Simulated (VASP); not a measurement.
Write the native input for VASP 6.6.1 that does the following.

- Task: electric field gradients
- Functional: PBEsol
- Potentials or basis: VASP PAW PBE potentials, release 64 (Si)
- Cutoff: 520 eV
- k mesh: 10 × 10 × 10
- Occupations: fermi-dirac, width 0.02 eV
- Spin: no spin polarisation
- Dipole correction: no
- Further INCAR settings: ALGO = Normal; EDIFF = 1e-08; NBANDS = 11

The structure of Si lies in POSCAR:

```
Si
1.0
    0.0000000000      2.7218511865      2.7218511865
    2.7218511865      0.0000000000      2.7218511865
    2.7218511865      2.7218511865      0.0000000000
Si
2
Direct
    0.7500000000      0.7500000000      0.7500000000
    0.5000000000      0.5000000000      0.5000000000
```

One way to write it, as run:

INCAR

```
SYSTEM = Si
ALGO = Normal ; EDIFF = 1E-8
ENCUT = 520 ; GGA = PS
ISIF = 2 ; ISMEAR = -1
LASPH = .True. ; LCHARG = .False.
LEFG = .True. ; LREAL = .False.
LWAVE = .False. ; NBANDS = 11
NELM = 60 ; PREC = Accurate
SIGMA = 0.02
```

KPOINTS

```
k-points
0
Gamma
  10 10 10
  0 0 0
```

Potentials or basis: VASP PAW PBE potentials, release 64 (Si).

Launch:

```console
$ cat potpaw_PBE.64/Si/POTCAR > POTCAR
$ mpirun -np 1 vasp_std > vasp.out
```

It gave:

The pressure is -0.4 GPa and the band gap on the k mesh is 0.48 eV, indirect (least direct gap 2.51 eV).

Caveat: without QUAD_EFG the Cq values of the log hold for a quadrupole moment of 1 mb, not for the nuclei; the PAW data sets were made with another functional, which shifts forces and pressure a little.

Run time: 19 s on 1 thread of Intel(R) Xeon(R) Platinum 8559C (Emerald Rapids) (shared host), peak memory 0.16 GiB.
